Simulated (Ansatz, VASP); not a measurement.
## LuBe3 in VASP and in Ansatz

Contents of INCAR:

```
SYSTEM = LuBe3
  ALGO = Fast
  EDIFF = 1E-7
  EDIFFG = -0.01
  ENCUT = 600
  GGA = PE
  IBRION = 2
  ISIF = 3
  ISMEAR = 0
  LASPH = .True.
  LCHARG = .False.
  LREAL = .False.
  LWAVE = .False.
  NELM = 80
  NSW = 100
  PREC = Accurate
  SIGMA = 0.1
```

File KPOINTS:

```
k-points
0
Gamma
  14 14 14
  0 0 0
```

File POSCAR:

```
LuBe3
1.0
    0.0000000000      2.9378334755      2.9378334755
    2.9378334755      0.0000000000      2.9378334755
    2.9378334755      2.9378334755      0.0000000000
Lu Be
1 3
Direct
    0.0000000000      0.0000000000      0.0000000000
    0.5000000000      0.5000000000      0.5000000000
    0.2500000000      0.2500000000      0.2500000000
    0.7500000000      0.7500000000      0.7500000000
```

Input for Ansatz:

```yaml
crystal:
  lattice:
    - [0.0, 2.9378334755, 2.9378334755]
    - [2.9378334755, 0.0, 2.9378334755]
    - [2.9378334755, 2.9378334755, 0.0]
  atoms:
    - { symbol: Lu, position: [0.0, 0.0, 0.0] }
    - { symbol: Be, position: [0.5, 0.5, 0.5] }
    - { symbol: Be, position: [0.25, 0.25, 0.25] }
    - { symbol: Be, position: [0.75, 0.75, 0.75] }
basis:
  ecutwfc: 420
kpoints:
  mp_grid: { grid: [14, 14, 14] }
hamiltonian:
  xc: pbe
scf:
  occupations: { method: gaussian, width: 0.1 }
output:
  forces: true
  stress: true
  eigenvalues: true
  write_density: true
  write_potential: true
  elf: true
  volumetric_format: npy
relax:
  adjacent_minimum: "off"
  f_tol: 0.01
  max_steps: 80
  cell: { stress_tol: 0.05 }
```

Alike in both runs: task relaxation of cell and atoms; functional PBE; k mesh 14 × 14 × 14; occupations gaussian, width 0.1 eV; no spin polarisation.

```csv
,VASP,Ansatz
version,VASP 6.6.1,Ansatz 0.2.0
potentials or method,"VASP PAW PBE potentials, release 64 (Lu, Be), cutoff 600 eV","scalar-relativistic, plane waves, PAW"
valence electrons in the cell,31,31
```

|  | VASP | Ansatz | Ansatz less VASP |
| --- | --- | --- | --- |
| gap on the k mesh at the Fermi level, each at its own relaxed structure (eV) | none | none | - |
| relaxed volume (Å³/atom) | 12.72 | 12.68 | -0.044 |
| relaxed cell length with the largest relative difference (Å) | 4.159 | 4.155 | -0.0048 |

A gap of «none» marks a metal or a gap that the smearing closes.

Neither program's run includes spin-orbit coupling.
